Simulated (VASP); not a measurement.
# PbO (P6_3/mmc) in VASP: a series of runs, part 2 of 2

VASP 6.6.1.

### Step 6. Single point, PBE (volume changed by +6%)

Contents of INCAR:

```
PREC = Accurate ; ENCUT = 520
EDIFF = 1E-6 ; ISMEAR = 0
SIGMA = 0.01 ; LREAL = False
LASPH = True ; NELM = 100
ALGO = Normal ; ISIF = 2
LWAVE = False ; LCHARG = False
GGA = PE ; NBANDS = 28
```

Contents of KPOINTS:

```
regular mesh
0
Gamma
  6 6 4
```

Contents of POSCAR:

```
PbO
1.0
    4.3888359712      0.0000000000      0.0000000000
   -2.1944179856      3.8008434441      0.0000000000
    0.0000000000      0.0000000000      5.4376518474
Pb O
2 2
Direct
    0.3333333333      0.6666666667      0.2500000000
    0.6666666667      0.3333333333      0.7500000000
    0.6666666667      0.3333333333      0.2500000000
    0.3333333333      0.6666666667      0.7500000000
```

Potentials or basis: VASP PAW PBE potentials, release 64 (Pb_d, O).

On the command line:

```console
cat potpaw_PBE.64/Pb_d/POTCAR potpaw_PBE.64/O/POTCAR > POTCAR
mpirun -np 1 vasp_std > vasp.out
```

OUTCAR:

```text
PREC = Accurate
   ENCUT = 520
   EDIFF = 1E-6
   ISMEAR = 0
   LREAL = False
   LASPH = True
   NELM = 100
   ISIF = 2
   GGA = PE

 ion  position               nearest neighbor table
   1  0.333  0.667  0.250-   3 2.53   3 2.53   3 2.53   4 2.72   4 2.72   2 3.72   2 3.72   2 3.72
                             2 3.72   2 3.72   2 3.72
   2  0.667  0.333  0.750-   4 2.53   4 2.53   4 2.53   3 2.72   3 2.72   1 3.72   1 3.72   1 3.72
                             1 3.72   1 3.72   1 3.72
   3  0.667  0.333  0.250-   1 2.53   1 2.53   1 2.53   2 2.72   2 2.72
   4  0.333  0.667  0.750-   2 2.53   2 2.53   2 2.53   1 2.72   1 2.72

  LATTYP: Found a hexagonal cell.
 ALAT       =     4.3888359712
 C/A-ratio  =     1.2389735873

  Lattice vectors:

 A1 = (   4.3888359712,   0.0000000000,   0.0000000000)
 A2 = (  -2.1944179856,   3.8008434441,   0.0000000000)
 A3 = (   0.0000000000,   0.0000000000,   5.4376518474)

Analysis of symmetry for initial positions (statically):
=====================================================================
 Subroutine PRICEL returns:
 Original cell was already a primitive cell.

 Routine SETGRP: Setting up the symmetry group for a
 hexagonal supercell.

 Subroutine GETGRP returns: Found 24 space group operations
 (whereof 12 operations were pure point group operations)
 out of a pool of 24 trial point group operations.

The static configuration has the point symmetry D_3d.
 The point group associated with its full space group is D_6h.

Analysis of symmetry for dynamics (positions and initial velocities):
=====================================================================
 Subroutine PRICEL returns:
 Original cell was already a primitive cell.

 Routine SETGRP: Setting up the symmetry group for a
 hexagonal supercell.

 Subroutine GETGRP returns: Found 24 space group operations
 (whereof 12 operations were pure point group operations)
[... 120 lines left out ...]
   IALGO  =     38    algorithm
   IMIX   =      4    mixing-type and parameters
     AMIX     =   0.40;   BMIX     =  1.00
     AMIX_MAG =   1.60;   BMIX_MAG =  1.00
  volume/ion in A,a.u.               =      22.68       153.03
  Fermi-wavevector in a.u.,A,eV,Ry     =   1.246086  2.354761 21.126169  1.552730
  Thomas-Fermi vector in A             =   2.380279
   LORBIT       =      0    0 simple, 1 ext, 2 COOP (PROOUT), +10 PAW based schemes
   GGA     = PE    functional components
   LHFCALC =     F    Hartree Fock is set to
   AEXX    =    0.0000 exact exchange contribution
   IVDW    =     0    specifies the selected vdW correction
   LEPSILON=     F    determine dielectric tensor
   LRPA    =     F    only Hartree local field effects (RPA)
 non-spin polarized calculation
 Gauss-broadening in eV      SIGMA  =   0.01
  energy-cutoff  :      520.00
  volume of cell :       90.71
 maximum number of plane-waves:      2466
 NGX is ok and might be reduce to    36
   NGX = 17   NGY = 17   NGZ = 21

 number of electron      39.9999986 magnetization

 Free energy of the ion-electron system (eV)
  ---------------------------------------------------
  ext. energy  EPLUGINS =         0.00000000
  ---------------------------------------------------
  free energy    TOTEN  =       -20.72776356 eV

  energy without entropy =      -20.72776356  energy(sigma->0) =      -20.72776356

 E-fermi :   4.3086     XC(G=0):  -9.1814

 val. band max:        4.2607737678   @ k =   0.3333   0.3333   0.5000
 cond. band min:       5.6110519862   @ k =   0.3333   0.3333   0.5000
 fundamental gap:      1.3502782183
 Fermi energy:         4.3086194867

 k-point     1 :       0.0000    0.0000    0.0000
  band No.  band energies     occupation
      1     -13.2035      2.00000
      2     -12.8850      2.00000
      3     -12.1628      2.00000
      4     -12.1628      2.00000
      5     -12.1012      2.00000
      6     -12.1012      2.00000
[... 640 lines left out ...]
     27      14.5861      0.00000
     28      14.5861      0.00000

------------------------ aborting loop because EDIFF is reached ----------------------------------------

  FORCE on cell =-STRESS in cart. coord.  units (eV):
  Direction    XX          YY          ZZ          XY          YZ          ZX
  --------------------------------------------------------------------------------------
  -------------------------------------------------------------------------------------
  Total       -2.1085770     -2.1085770     -1.9504434      0.0000000     -0.0000000      0.0000000
  in kB      -37.2442569    -37.2442569    -34.4511088      0.0000000     -0.0000000      0.0000000
  external PRESSURE =     -36.3132076 kB  Pullay stress =       0.0000000 kB

 VOLUME and BASIS-vectors are now :
 -----------------------------------------------------------------------------
  energy-cutoff  :      520.00
  volume of cell :       90.71
      direct lattice vectors                 reciprocal lattice vectors
     4.388835971  0.000000000  0.000000000     0.227850849  0.131549749  0.000000000
    -2.194417986  3.800843444  0.000000000     0.000000000  0.263099497  0.000000000
     0.000000000  0.000000000  5.437651847     0.000000000  0.000000000  0.183902910

 POSITION                                       TOTAL-FORCE (eV/Angst)
 -----------------------------------------------------------------------------------
     -0.00000      2.53390      1.35941        -0.000000      0.000000     -0.000000
      2.19442      1.26695      4.07824         0.000000     -0.000000     -0.000000
      2.19442      1.26695      1.35941         0.000000     -0.000000      0.000000
     -0.00000      2.53390      4.07824         0.000000     -0.000000      0.000000
 -----------------------------------------------------------------------------------
    total drift:                               -0.000000      0.000000      0.000000

  FREE ENERGIE OF THE ION-ELECTRON SYSTEM (eV)
  ---------------------------------------------------
  free  energy   TOTEN  =       -20.7277635612 eV

  energy  without entropy=      -20.7277635612  energy(sigma->0) =      -20.72776356
```

OSZICAR:

```text
N       E                     dE             d eps       ncg     rms          rms(c)
DAV:   1     0.471611365466E+03    0.47161E+03   -0.19893E+04  1176   0.164E+03
DAV:   2     0.384967397294E+02   -0.43311E+03   -0.41607E+03  1224   0.442E+02
DAV:   3    -0.229061624221E+02   -0.61403E+02   -0.59463E+02  1524   0.181E+02
DAV:   4    -0.257032049499E+02   -0.27970E+01   -0.27883E+01  1372   0.414E+01
DAV:   5    -0.257974304571E+02   -0.94226E-01   -0.94215E-01  1412   0.804E+00    0.128E+01
DAV:   6    -0.214644482487E+02    0.43330E+01   -0.29838E+01  1804   0.342E+01    0.813E+00
DAV:   7    -0.207672890798E+02    0.69716E+00   -0.53548E+00  1528   0.155E+01    0.242E+00
DAV:   8    -0.207837714116E+02   -0.16482E-01   -0.10749E+00  1396   0.807E+00    0.181E+00
DAV:   9    -0.207246941726E+02    0.59077E-01   -0.10190E-01  1640   0.305E+00    0.355E-01
DAV:  10    -0.207293890972E+02   -0.46949E-02   -0.24410E-02  1200   0.976E-01    0.390E-01
DAV:  11    -0.207277488148E+02    0.16403E-02   -0.39126E-03  1492   0.382E-01    0.102E-01
DAV:  12    -0.207277373865E+02    0.11428E-04   -0.72976E-04  1232   0.164E-01    0.214E-02
DAV:  13    -0.207277615898E+02   -0.24203E-04   -0.74197E-05  1364   0.110E-01    0.104E-02
DAV:  14    -0.207277650597E+02   -0.34699E-05   -0.18868E-05  1464   0.655E-02    0.671E-03
DAV:  15    -0.207277634428E+02    0.16169E-05   -0.42268E-06  1024   0.222E-02    0.869E-04
DAV:  16    -0.207277635612E+02   -0.11832E-06   -0.98763E-07   788   0.616E-03
   1 F= -.20727764E+02 E0= -.20727764E+02  d E =-.179142E-13
```

stdout:

```text
POSCAR found type information on POSCAR PbO
 POSCAR found :  2 types and       4 ions
 scaLAPACK will be used
 LDA part: xc-table for (Slater+PW92), standard interpolation
 POSCAR, INCAR and KPOINTS ok, starting setup
 FFT: planning ... GRIDC
 FFT: planning ... GRID_SOFT
 FFT: planning ... GRID
 WAVECAR not read
 entering main loop
```

It took 22 s on 1 thread of Intel Xeon 6975P-C (Granite Rapids), shared host; peak memory 0.23 GiB.

Results:

```yaml
Free_energy: -20.7278 eV
Pressure: -3.6 GPa
Band_gap_on_the_k_mesh: 1.35 eV, direct
```

Stress tensor (GPa, compression positive):
```
-3.72  0.00  0.00
 0.00 -3.72  0.00
 0.00  0.00 -3.45
```

Caveat: spin-orbit coupling is left out, which moves the levels of the heavy elements.

### Step 7. Overview

```csv
cell,gap on the mesh (eV),pressure (GPa)
"a = 4.217, b = 4.217, c = 5.224 Å, angles 90.0, 90.0, 120.0°, 4 atoms",1.24,5.0
"a = 4.261, b = 4.261, c = 5.279 Å, angles 90.0, 90.0, 120.0°, 4 atoms",1.28,2.3
"a = 4.304, b = 4.304, c = 5.333 Å, angles 90.0, 90.0, 120.0°, 4 atoms",1.31,0.0
"a = 4.347, b = 4.347, c = 5.386 Å, angles 90.0, 90.0, 120.0°, 4 atoms",1.33,-2.0
"a = 4.389, b = 4.389, c = 5.438 Å, angles 90.0, 90.0, 120.0°, 4 atoms",1.35,-3.6
```

Alike in all rows: task single point; level PBE; potentials or basis VASP PAW PBE potentials, release 64 (Pb_d, O); no spin polarisation; k mesh 6 × 6 × 4; cutoff (eV) 520; smearing gaussian 0.01 eV.

Caveats: spin-orbit coupling is left out, which moves the levels of the heavy elements.

Absolute energies hang on the potentials; compare differences alone.
